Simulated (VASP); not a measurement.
# CuI (F-43m) in VASP: a series of runs, part 2 of 2

VASP 6.6.1. The steps go on from the part before.

## (4) Single point, RPBE

This run uses another cell than the first one, of 26.19 Å³/atom.

INCAR

```
  PREC = Accurate
  ENCUT = 520
  EDIFF = 1E-6
  ISMEAR = -1
  SIGMA = 0.05
  LREAL = F
  LASPH = T
  NELM = 60
  ALGO = Normal
  ISIF = 2
  LWAVE = F
  LCHARG = T
  GGA = RP
  LELF = T
  LVHAR = T
  NBANDS = 16
```

KPOINTS

```
regular mesh
0
Gamma
  8 8 8
```

POSCAR

```
CuI
1.0
    0.0000000000      2.9696152886      2.9696152886
    2.9696152886      0.0000000000      2.9696152886
    2.9696152886      2.9696152886      0.0000000000
I Cu
1 1
Direct
    0.0000000000      0.0000000000      0.0000000000
    0.7500000000      0.7500000000      0.7500000000
```

Potentials or basis: VASP PAW PBE potentials, release 64 (I, Cu).

Command:

```
$ cat potpaw_PBE.64/I/POTCAR potpaw_PBE.64/Cu/POTCAR > POTCAR
$ mpirun -np 1 vasp_std > vasp.out
```

OUTCAR:

```text
PREC = Accurate
   ENCUT = 520
   EDIFF = 1E-6
   ISMEAR = -1
   LREAL = F
   LASPH = T
   NELM = 60
   ISIF = 2
   GGA = RP

 ion  position               nearest neighbor table
   1  0.000  0.000  0.000-   2 2.57   2 2.57   2 2.57   2 2.57
   2  0.750  0.750  0.750-   1 2.57   1 2.57   1 2.57   1 2.57

  LATTYP: Found a face centered cubic cell.
 ALAT       =     5.9392305772

  Lattice vectors:

 A1 = (   0.0000000000,   2.9696152886,   2.9696152886)
 A2 = (   2.9696152886,   0.0000000000,   2.9696152886)
 A3 = (   2.9696152886,   2.9696152886,   0.0000000000)

Analysis of symmetry for initial positions (statically):
=====================================================================
 Subroutine PRICEL returns:
 Original cell was already a primitive cell.

 Routine SETGRP: Setting up the symmetry group for a
 face centered cubic supercell.

 Subroutine GETGRP returns: Found 24 space group operations
 (whereof 24 operations were pure point group operations)
 out of a pool of 48 trial point group operations.

The static configuration has the point symmetry T_d .
[... 157 lines left out ...]

  energy without entropy =       -4.75614440  energy(sigma->0) =       -4.75614440

 E-fermi :   6.0209     XC(G=0):  -9.0267

 val. band max:        5.2597175448   @ k =   0.0000   0.0000   0.0000
 cond. band min:       6.7077226116   @ k =   0.0000   0.0000   0.0000
 fundamental gap:      1.4480050668
 Fermi energy:         6.0208650941

 k-point     1 :       0.0000    0.0000    0.0000
  band No.  band energies     occupation
      1      -9.0858      2.00000
      2       1.3257      2.00000
      3       1.3257      2.00000
      4       1.3257      2.00000
      5       3.1686      2.00000
      6       3.1686      2.00000
[... 433 lines left out ...]
      3       0.7737      2.00000
      4       1.3162      2.00000
      5       3.0986      2.00000
      6       3.1811      2.00000
[... 8 lines left out ...]
     15      16.2375      0.00000
     16      16.8275      0.00000

 [... further k-points ...]

------------------------ aborting loop because EDIFF is reached ----------------------------------------

  FORCE on cell =-STRESS in cart. coord.  units (eV):
  Direction    XX          YY          ZZ          XY          YZ          ZX
  --------------------------------------------------------------------------------------
  -------------------------------------------------------------------------------------
  Total        1.7942955      1.7942955      1.7942955     -0.0000000      0.0000000     -0.0000000
  in kB       54.8875664     54.8875664     54.8875664     -0.0000000      0.0000000     -0.0000000
  external PRESSURE =      54.8875664 kB  Pullay stress =       0.0000000 kB

 VOLUME and BASIS-vectors are now :
 -----------------------------------------------------------------------------
  energy-cutoff  :      520.00
  volume of cell :       52.38
      direct lattice vectors                 reciprocal lattice vectors
     0.000000000  2.969615289  2.969615289    -0.168371978  0.168371978  0.168371978
     2.969615289  0.000000000  2.969615289     0.168371978 -0.168371978  0.168371978
     2.969615289  2.969615289  0.000000000     0.168371978  0.168371978 -0.168371978

 POSITION                                       TOTAL-FORCE (eV/Angst)
 -----------------------------------------------------------------------------------
      0.00000      0.00000      0.00000        -0.000000     -0.000000     -0.000000
      4.45442      4.45442      4.45442         0.000000      0.000000      0.000000
 -----------------------------------------------------------------------------------
    total drift:                               -0.000001     -0.000001     -0.000001

  FREE ENERGIE OF THE ION-ELECTRON SYSTEM (eV)
  ---------------------------------------------------
  free  energy   TOTEN  =        -4.7561444070 eV

  energy  without entropy=       -4.7561444003  energy(sigma->0) =       -4.75614440
```

It took 24 s on 1 thread of AMD EPYC 7R43 (Zen 3), shared host; peak memory 0.15 GiB.

Results:

```
Free energy            : -4.7561 eV
Pressure               : 5.5 GPa
Band gap on the k mesh : 1.45 eV
```

Caveat: the cell stands under pressure; the PAW data sets were made with another functional, which shifts forces and pressure a little; spin-orbit coupling is left out, which moves the levels of the heavy elements. Expect the measured gap to be larger: semilocal functionals such as RPBE lack the derivative discontinuity.

## (5) Overview

| level | cell | k mesh | gap on the mesh (eV) | pressure (GPa) |
| --- | --- | --- | --- | --- |
| PBE | a = 4.287 Å, angles 60.0°, 2 atoms | 4 × 4 × 4 | 1.14 | 0.6 |
| PBE+D3(BJ) | a = 4.200 Å, angles 60.0°, 2 atoms | 8 × 8 × 8 | 1.32 | 0.8 |
| RPBE | a = 4.200 Å, angles 60.0°, 2 atoms | 8 × 8 × 8 | 1.45 | 5.5 |

Alike in all rows: task single point; potentials or basis VASP PAW PBE potentials, release 64 (I, Cu); no spin polarisation; cutoff (eV) 520; smearing fermi-dirac 0.05 eV.

Caveats: some runs use coarse meshes; spin-orbit coupling is left out, which moves the levels of the heavy elements; the cell stands under pressure (at least some runs); the PAW data sets were made with another functional, which shifts forces and pressure a little (at least some runs).

Total energies depend on the potentials used, so only differences within one code and one set of settings carry meaning.
